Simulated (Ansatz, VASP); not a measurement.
**TePb: VASP beside Ansatz**

```xyz
2
Lattice="0.0000 3.3883 3.2270 3.3883 0.0000 3.2270 3.3883 3.3883 0.0000" Properties=species:S:1:pos:R:3 pbc="T T T"
Te    3.3883    3.3883    3.2270
Pb    0.0000    0.0000    0.0000
```

Change from the starting cell: strain +0.050 along x and y, +0.000 along z, atoms carried along.

Alike in both runs: task single point; functional PBE; k mesh 8 × 8 × 8; occupations gaussian, width 0.05 eV; no spin polarisation.

|  | VASP | Ansatz |
| --- | --- | --- |
| version | VASP 6.6.1 | Ansatz 0.2.0 |
| potentials or method | VASP PAW PBE potentials, release 64 (Te, Pb_d), cutoff 500 eV | scalar-relativistic, plane waves, PAW |
| valence electrons in the cell | 20 | 30 |

```tsv
	VASP	Ansatz	Ansatz less VASP
gap on the k mesh at the Fermi level (eV)	0.81	0.80	-0.003
least direct gap on the mesh (eV)	0.81	0.80	-0.003
pressure (GPa)	-1.3	-1.3	+0.05
traceless stress, the component that is largest in VASP (GPa)	2.86	2.87	0.000
```

VASP's potentials hold 20 valence electrons a cell and Ansatz's 30, so a difference there can come from the potentials and not from the codes.

Neither program's run includes spin-orbit coupling.
